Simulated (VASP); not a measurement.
**GaAs (gallium arsenide): vibrations by perturbation theory with PBE**

GaAs (gallium arsenide):

```
Ga As
1.0
     0.00000    2.87271    2.87271
     2.87271    0.00000    2.87271
     2.87271    2.87271    0.00000
Ga As
1 1
Direct
  0.00000 0.00000 0.00000
  0.25000 0.25000 0.25000
```

```json
{
  "Program": "VASP 6.6.1",
  "Task": "vibrations by perturbation theory",
  "Functional": "PBE",
  "Potentials or basis": "VASP PAW PBE potentials, release 64 (Ga_d, As)",
  "Cutoff": "500 eV",
  "k mesh": "12 × 12 × 12",
  "Occupations": "gaussian, width 0.01 eV",
  "Spin": "no spin polarisation",
  "Dipole correction": "no",
  "Further INCAR settings": "ALGO = Normal; EDIFF = 1e-08; IBRION = 8; NSW = 1"
}
```

```json
{
  "Highest phonon frequency at Γ, LO-TO splitting left out": "253 cm⁻¹"
}
```

Phonon frequencies in cm⁻¹ (negative: imaginary):
```
              q point        frequencies
(0.000, 0.000, 0.000)  0 0 0 253 253 253
```

Wall time 4.5 min on 1 thread of Intel(R) Xeon(R) 6975P-C (Granite Rapids) (shared host), peak memory 0.48 GiB.
